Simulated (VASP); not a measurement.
Wanted: the native input for a VASP 6.6.1 run.

```
Task                   : single point
Functional             : LDA
Potentials or basis    : VASP PAW LDA potentials, release 64 (Ga_d, N_h)
Cutoff                 : 1330 eV
k mesh                 : 8 × 8 × 4
Occupations            : gaussian, width 0.01 eV
Spin                   : no spin polarisation
Dipole correction      : no
Further INCAR settings : ALGO = Normal; EDIFF = 1e-06; NBANDS = 26
```

The structure of GaN lies in POSCAR:

```
GaN
1.0
    3.0844851578      0.0000000000      0.0000000000
   -1.5422425789      2.6712425043      0.0000000000
    0.0000000000      0.0000000000      5.0304960996
Ga N
2 2
Direct
    0.3333333333      0.6666666667     -0.0005607598
    0.6666666667      0.3333333333      0.4994392402
    0.3333333333      0.6666666667      0.3755607598
    0.6666666667      0.3333333333      0.8755607598
```

One way to write it, as run:

INCAR

```
SYSTEM = GaN
PREC = Accurate
ENCUT = 1330
EDIFF = 1E-6
ISMEAR = 0
SIGMA = 0.01
LREAL = .False.
LASPH = .True.
NELM = 120
ALGO = Normal
ISIF = 2
LWAVE = .False.
LCHARG = .False.
NBANDS = 26
GGA_COMPAT = .False.
```

KPOINTS

```
Automatic mesh
0
Gamma
  8 8 4
  0 0 0
```

Potentials or basis: VASP PAW LDA potentials, release 64 (Ga_d, N_h).

The run is started by

```console
$ cat potpaw_LDA.64/Ga_d/POTCAR potpaw_LDA.64/N_h/POTCAR > POTCAR
$ mpirun -np 1 vasp_std > vasp.out
```

Results of the run:

The pressure is 16.3 GPa and the band gap on the k mesh is 2.58 eV.

Caveat: the cell stands under pressure.

Run time: 97 s on 1 thread of Intel(R) Xeon(R) Platinum 8488C (Sapphire Rapids), on a shared host, peak memory 0.31 GiB.
